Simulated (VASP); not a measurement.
Rh:

```
CELL_PARAMETERS angstrom
3.80000 0.00000 0.00000
0.00000 3.80000 0.00000
0.00000 0.00000 3.80000
ATOMIC_POSITIONS crystal
Rh 0.00000 0.00000 0.00000
Rh 0.00000 0.50000 0.50000
Rh 0.50000 0.00000 0.50000
Rh 0.50000 0.50000 0.00000
```

```yaml
Program: VASP 6.6.1
Task: relaxation of cell and atoms
Functional: PBEsol
Potentials_or_basis: VASP PAW PBE potentials, release 64 (Rh_pv)
Cutoff: 600 eV
k_mesh: 7 × 7 × 7
Occupations: fermi-dirac, width 0.1 eV
Spin: no spin polarisation
```

At the start: pressure -4.3 GPa; volume 13.72 Å³/atom.

Question: Where does the relaxation end?

Answer: Over 3 steps the energy falls by 2.7 meV/atom and the volume is 13.52 Å³/atom (-1.5 %); space group Fm-3m (No. 225, to 0.1 Å) before and after.

Step by step:
```tsv
step	energy change (eV)	largest force (eV/Å)	pressure (GPa)	volume (Å³)
1	0.0000	0.0000	-4.25	54.87
2	0.0644	0.0000	12.40	52.03
3	-0.0109	0.0000	-0.08	54.07
```

Final structure:
```
CELL_PARAMETERS angstrom
3.78136 0.00000 0.00000
0.00000 3.78136 0.00000
0.00000 0.00000 3.78136
ATOMIC_POSITIONS crystal
Rh 0.00000 0.00000 0.00000
Rh 0.00000 0.50000 0.50000
Rh 0.50000 0.00000 0.50000
Rh 0.50000 0.50000 0.00000
```

Caveat: the PAW data sets were made with another functional, which shifts forces and pressure a little.
